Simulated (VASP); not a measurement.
# C (Fd-3m) in VASP: a series of runs, part 2 of 2

VASP 6.6.1. Earlier steps stand in the parts before.

## (6) Single point, PBEsol

This run uses another cell than the first one, of 5.67 Å³/atom, 1.042 times its volume.

Input file INCAR:

```
PREC = Accurate
ENCUT = 600
EDIFF = 1E-6
ISMEAR = -1
SIGMA = 0.05
LREAL = F
LASPH = T
NELM = 120
ALGO = Normal
ISIF = 2
LWAVE = F
LCHARG = F
GGA = PS
NBANDS = 11
GGA_COMPAT = F
```

Input file KPOINTS:

```
Automatic mesh
0
Gamma
  11 11 11
```

Input file POSCAR:

```
C
1.0
    0.0000000000      1.7833700000      1.7833700000
    1.7833700000      0.0000000000      1.7833700000
    1.7833700000      1.7833700000      0.0000000000
C
2
Direct
    0.7500000000      0.7500000000      0.7500000000
    0.5000000000      0.5000000000      0.5000000000
```

Potentials or basis: VASP PAW PBE potentials, release 64 (C).

Started as:

```console
> cat potpaw_PBE.64/C/POTCAR > POTCAR
> mpirun -np 1 vasp_std > vasp.out
```

OUTCAR:

```text
PREC = Accurate
   ENCUT = 600
   EDIFF = 1E-6
   ISMEAR = -1
   LREAL = F
   LASPH = T
   NELM = 120
   ISIF = 2
   GGA = PS

 ion  position               nearest neighbor table
   1  0.750  0.750  0.750-   2 1.54   2 1.54   2 1.54   2 1.54
   2  0.500  0.500  0.500-   1 1.54   1 1.54   1 1.54   1 1.54

  LATTYP: Found a face centered cubic cell.
 ALAT       =     3.5667400000

  Lattice vectors:

 A1 = (   0.0000000000,   1.7833700000,   1.7833700000)
 A2 = (   1.7833700000,   0.0000000000,   1.7833700000)
 A3 = (   1.7833700000,   1.7833700000,   0.0000000000)

Analysis of symmetry for initial positions (statically):
=====================================================================
 Subroutine PRICEL returns:
 Original cell was already a primitive cell.

 Routine SETGRP: Setting up the symmetry group for a
 face centered cubic supercell.

 Subroutine GETGRP returns: Found 48 space group operations
 (whereof 24 operations were pure point group operations)
 out of a pool of 48 trial point group operations.

The static configuration has the point symmetry T_d .
 The point group associated with its full space group is O_h .

Analysis of symmetry for dynamics (positions and initial velocities):
=====================================================================
 Subroutine PRICEL returns:
 Original cell was already a primitive cell.

 Routine SETGRP: Setting up the symmetry group for a
 face centered cubic supercell.

 Subroutine GETGRP returns: Found 48 space group operations
 (whereof 24 operations were pure point group operations)
 out of a pool of 48 trial point group operations.

The dynamic configuration has the point symmetry T_d .
 The point group associated with its full space group is O_h .

 Subroutine INISYM returns: Found 48 space group operations
 (whereof 24 operations are pure point group operations),
 and found     1 'primitive' translations
[... 112 lines left out ...]
   IALGO  =     38    algorithm
   IMIX   =      4    mixing-type and parameters
     AMIX     =   0.40;   BMIX     =  1.00
     AMIX_MAG =   1.60;   BMIX_MAG =  1.00
  volume/ion in A,a.u.               =       5.67        38.28
  Fermi-wavevector in a.u.,A,eV,Ry     =   1.457203  2.753714 28.891161  2.123440
  Thomas-Fermi vector in A             =   2.574032
   LORBIT       =      0    0 simple, 1 ext, 2 COOP (PROOUT), +10 PAW based schemes
   GGA     = PS    functional components
   LHFCALC =     F    Hartree Fock is set to
   AEXX    =    0.0000 exact exchange contribution
   IVDW    =     0    specifies the selected vdW correction
   LEPSILON=     F    determine dielectric tensor
   LRPA    =     F    only Hartree local field effects (RPA)
 non-spin polarized calculation
  energy-cutoff  :      600.00
  volume of cell :       11.34
 maximum number of plane-waves:       388
   NGX =  9   NGY =  9   NGZ =  9

 number of electron       7.9999999 magnetization

 Free energy of the ion-electron system (eV)
  ---------------------------------------------------
  ext. energy  EPLUGINS =         0.00000000
  ---------------------------------------------------
  free energy    TOTEN  =       -19.25323581 eV

  energy without entropy =      -19.25323581  energy(sigma->0) =      -19.25323581

 E-fermi :  10.7072     XC(G=0): -13.4328

 val. band max:        9.7081036774   @ k =   0.0000   0.0000   0.0000
 cond. band min:      13.7118152941   @ k =   0.3636   0.3636   0.0000
 fundamental gap:      4.0037116167
 Fermi energy:        10.7071596683

 k-point     1 :       0.0000    0.0000    0.0000
  band No.  band energies     occupation
      1     -11.8132      2.00000
      2       9.7081      2.00000
      3       9.7081      2.00000
      4       9.7081      2.00000
      5      15.2475      0.00000
      6      15.2475      0.00000
      7      15.2475      0.00000
      8      23.0763      0.00000
      9      28.6663      0.00000
     10      36.1767      0.00000
     11      36.1767      0.00000
[... 309 lines left out ...]
 k-point    24 :      -0.1818    0.1818    0.0000
  band No.  band energies     occupation
      1      -9.3970      2.00000
      2       3.4066      2.00000
      3       4.2992      2.00000
      4       8.0597      2.00000
      5      17.6631      0.00000
      6      18.3111      0.00000
      7      19.5082      0.00000
      8      23.3032      0.00000
      9      29.5322      0.00000
     10      30.5375      0.00000
     11      33.1610      0.00000

 [... further k-points ...]
[... 5 lines left out ...]
  --------------------------------------------------------------------------------------
  -------------------------------------------------------------------------------------
  Total       -0.3119296     -0.3119296     -0.3119296      0.0000000      0.0000000     -0.0000000
  in kB      -44.0567923    -44.0567923    -44.0567923      0.0000000      0.0000000     -0.0000000
  external PRESSURE =     -44.0567923 kB  Pullay stress =       0.0000000 kB

 VOLUME and BASIS-vectors are now :
 -----------------------------------------------------------------------------
  energy-cutoff  :      600.00
  volume of cell :       11.34
      direct lattice vectors                 reciprocal lattice vectors
     0.000000000  1.783370000  1.783370000    -0.280368067  0.280368067  0.280368067
     1.783370000  0.000000000  1.783370000     0.280368067 -0.280368067  0.280368067
     1.783370000  1.783370000  0.000000000     0.280368067  0.280368067 -0.280368067

 POSITION                                       TOTAL-FORCE (eV/Angst)
 -----------------------------------------------------------------------------------
      2.67505      2.67505      2.67505        -0.000000     -0.000000     -0.000000
      1.78337      1.78337      1.78337         0.000000      0.000000      0.000000
 -----------------------------------------------------------------------------------
    total drift:                                0.000000     -0.000000      0.000000

  FREE ENERGIE OF THE ION-ELECTRON SYSTEM (eV)
  ---------------------------------------------------
  free  energy   TOTEN  =       -19.2532358135 eV

  energy  without entropy=      -19.2532358135  energy(sigma->0) =      -19.25323581
```

OSZICAR:

```text
N       E                     dE             d eps       ncg     rms          rms(c)
DAV:   1     0.835360798832E+00    0.83536E+00   -0.53356E+03  1296   0.796E+02
DAV:   2    -0.195518613562E+02   -0.20387E+02   -0.19854E+02  1651   0.136E+02
DAV:   3    -0.199143916004E+02   -0.36253E+00   -0.36136E+00  1454   0.136E+01
DAV:   4    -0.199150183014E+02   -0.62670E-03   -0.62669E-03  1307   0.673E-01
DAV:   5    -0.199150190612E+02   -0.75980E-06   -0.75978E-06  1400   0.221E-02    0.556E+00
DAV:   6    -0.194239399296E+02    0.49108E+00   -0.25137E-01  1265   0.347E+00    0.327E+00
DAV:   7    -0.192526578788E+02    0.17128E+00   -0.30249E-01  1337   0.385E+00    0.680E-01
DAV:   8    -0.192532095745E+02   -0.55170E-03   -0.74574E-03  1292   0.681E-01    0.294E-02
DAV:   9    -0.192532275816E+02   -0.18007E-04   -0.15328E-05  1462   0.358E-02    0.214E-02
DAV:  10    -0.192532359670E+02   -0.83854E-05   -0.36147E-06  1367   0.167E-02    0.444E-03
DAV:  11    -0.192532358135E+02    0.15352E-06   -0.91304E-08   729   0.265E-03
   1 F= -.19253236E+02 E0= -.19253236E+02  d E =-.999086E-11
```

Run time: 6.1 s. Hardware: 1 thread of Intel Xeon Platinum 8259CL at 2.50GHz (Skylake/Cascade Lake), shared host; peak memory 0.12 GiB.

What came out:

```
Free energy            : -19.2532 eV
Pressure               : -4.4 GPa
Band gap on the k mesh : 4.00 eV, indirect (least direct gap 5.54 eV)
```

Caveat: the PAW data sets were made with another functional, which shifts forces and pressure a little.

## (7) Overview

```tsv
level	potentials or basis	cell	k mesh	cutoff (eV)	smearing	grid for exact exchange (PRECFOCK)	share of exact exchange	second run	gap on the mesh (eV)	pressure (GPa)
B3LYP	VASP PAW PBE potentials, release 64 (C)	a = 2.488 Å, angles 60.0°, 2 atoms	7 × 7 × 7	520	fermi-dirac 0.05 eV	Normal	-	-	6.26	21.0
B3LYP	VASP PAW PBE potentials, release 64 (C)	a = 2.505 Å, angles 60.0°, 2 atoms	7 × 7 × 7	520	fermi-dirac 0.05 eV	Normal	-	-	6.21	10.7
B3LYP	VASP PAW PBE potentials, release 64 (C)	a = 2.522 Å, angles 60.0°, 2 atoms	7 × 7 × 7	520	fermi-dirac 0.05 eV	Normal	-	-	6.15	1.3
PBEsol-based global hybrid	VASP PAW PBE potentials, release 64 (C_h)	a = 2.522 Å, angles 60.0°, 2 atoms	7 × 7 × 7	910	gaussian 0.01 eV	Normal	0.25	hard_potentials	6.08	-12.7
PBEsol	VASP PAW PBE potentials, release 64 (C)	a = 2.522 Å, angles 60.0°, 2 atoms	11 × 11 × 11	600	fermi-dirac 0.05 eV	-	-	-	4.00	-4.4
```

Alike in all rows: task single point; no spin polarisation.

Caveats: some runs use coarse meshes; the PAW data sets were made with another functional, which shifts forces and pressure a little; the cutoff is under 1.25 times the usual one of these potentials, so pressure, stress and relaxed cells hold a basis-set (Pulay) error (some runs).

Absolute energies hang on the potentials; compare differences alone.
